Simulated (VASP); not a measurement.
Set up this calculation in VASP 6.6.1, as the native input.

```
Task                   : single point
Functional             : r2SCAN
Potentials or basis    : VASP PAW PBE potentials, release 64 (Na_pv, K_sv, F)
Cutoff                 : 520 eV
k mesh                 : 8 × 8 × 8
Occupations            : gaussian, width 0.01 eV
Spin                   : no spin polarisation
Dipole correction      : no
Further INCAR settings : ALGO = Normal; EDIFF = 1e-06; NBANDS = 23
```

The system is KNaF2.

```
Na K F
1.0
     1.73914    1.00409    5.81551
    -1.73914    1.00409    5.81551
     0.00000   -2.00819    5.81551
Na K F
1 1 2
Direct
  0.00000 0.00000 0.00000
  0.50000 0.50000 0.50000
  0.26110 0.26110 0.26110
  0.73890 0.73890 0.73890
```

These files were run (other wordings do the same):

POSCAR

```
KNaF2
1.0
    1.7391397354      1.0040927945      5.8155052170
   -1.7391397354      1.0040927945      5.8155052170
    0.0000000000     -2.0081855887      5.8155052171
Na K F
1 1 2
Direct
    1.0000000000      0.0000000000      0.0000000000
    0.5000000000      0.5000000000      0.5000000000
    0.2610994597      0.2610994597      0.2610994597
    0.7389005403      0.7389005403      0.7389005403
```

INCAR.step1

```
PREC = Accurate ; ENCUT = 520
ISMEAR = 0 ; SIGMA = 0.01
LREAL = F ; LASPH = T
NELM = 80 ; NBANDS = 23
GGA = PE ; ALGO = Normal
EDIFF = 1E-4 ; LWAVE = T
LCHARG = F
```

INCAR.step2

```
PREC = Accurate ; ENCUT = 520
EDIFF = 1E-6 ; ISMEAR = 0
SIGMA = 0.01 ; LREAL = F
LASPH = T ; NELM = 80
ALGO = Normal ; ISIF = 2
LWAVE = F ; LCHARG = T
METAGGA = R2SCAN ; LMIXTAU = T
LELF = T ; LVHAR = T
NBANDS = 23 ; ISTART = 1
```

KPOINTS

```
Automatic mesh
0
Gamma
  8 8 8
```

Potentials or basis: VASP PAW PBE potentials, release 64 (Na_pv, K_sv, F).

The run is started by

```bash
$ cat potpaw_PBE.64/Na_pv/POTCAR potpaw_PBE.64/K_sv/POTCAR potpaw_PBE.64/F/POTCAR > POTCAR
$ cp INCAR.step1 INCAR
$ mpirun -np 1 vasp_std > vasp.out
$ cp INCAR.step2 INCAR
$ mpirun -np 1 vasp_std > vasp.out
```

Results of the run:

The pressure is -0.2 GPa, the largest force is 0.034 eV/Å and the band gap on the k mesh is 6.99 eV.

Caveat: the PAW data sets were made with another functional, which shifts forces and pressure a little.

Run time: 18 min on 1 thread of Intel Xeon 8259CL, with other jobs on the host, peak memory 0.41 GiB.
